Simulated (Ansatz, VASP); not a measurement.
## Two plane-wave programs on V

File INCAR:

```
SYSTEM = V
  ALGO = Normal
  EDIFF = 1E-7
  ENCUT = 520
  GGA = PE
  ISIF = 2
  ISMEAR = -1
  LASPH = .True.
  LCHARG = .False.
  LREAL = .False.
  LWAVE = .False.
  NBANDS = 20
  NELM = 80
  PREC = Accurate
  SIGMA = 0.05
```

Contents of KPOINTS:

```
k-points
0
Gamma
  17 17 17
  0 0 0
```

POSCAR

```
V
1.0
   -2.1059385930      2.1059385930      1.1992398989
    2.1059385930     -2.1059385930      1.1992398989
    2.1059385930      2.1059385930     -1.1992398989
V
2
Direct
   -0.3750000000     -0.1250000000     -0.2500000000
    0.3750000000      0.1250000000      0.2500000000
```

Input for Ansatz:

```yaml
crystal:
  lattice:
    - [-2.105938593, 2.105938593, 1.1992398989]
    - [2.105938593, -2.105938593, 1.1992398989]
    - [2.105938593, 2.105938593, -1.1992398989]
  atoms:
    - { symbol: V, position: [-0.375, -0.125, -0.25] }
    - { symbol: V, position: [0.375, 0.125, 0.25] }
kpoints:
  mp_grid: { grid: [17, 17, 17] }
scf:
  occupations: { method: fermi_dirac, width: 0.05 }
hamiltonian:
  xc: pbe
  pseudopotentials: { kind: paw }
output:
  forces: true
  stress: true
  eigenvalues: true
  populations: true
```

Change from the starting cell: volume scaled by 0.76, PAW files.

Alike in both runs: task single point; functional PBE; k mesh 17 × 17 × 17; occupations fermi-dirac, width 0.05 eV; no spin polarisation.

|  | VASP | Ansatz |
| --- | --- | --- |
| version | VASP 6.6.1 | Ansatz 0.2.0 |
| potentials or method | VASP PAW PBE potentials, release 64 (V_sv) | PAW with Ansatz's default frozen-core files, scalar-relativistic |
| plane-wave cutoff (eV) | 520 | 420 |
| valence electrons in the cell | 26 | 26 |

```tsv
	VASP	Ansatz	Ansatz less VASP
pressure (GPa)	72.9	71.1	-1.88
traceless stress, the component that is largest in VASP (GPa)	-0.85	-0.05	+0.802
```

Both programs put the cell under a high pressure, so it lies far from rest at this level.

Noted on VASP's run: the cell as given lies far from equilibrium.
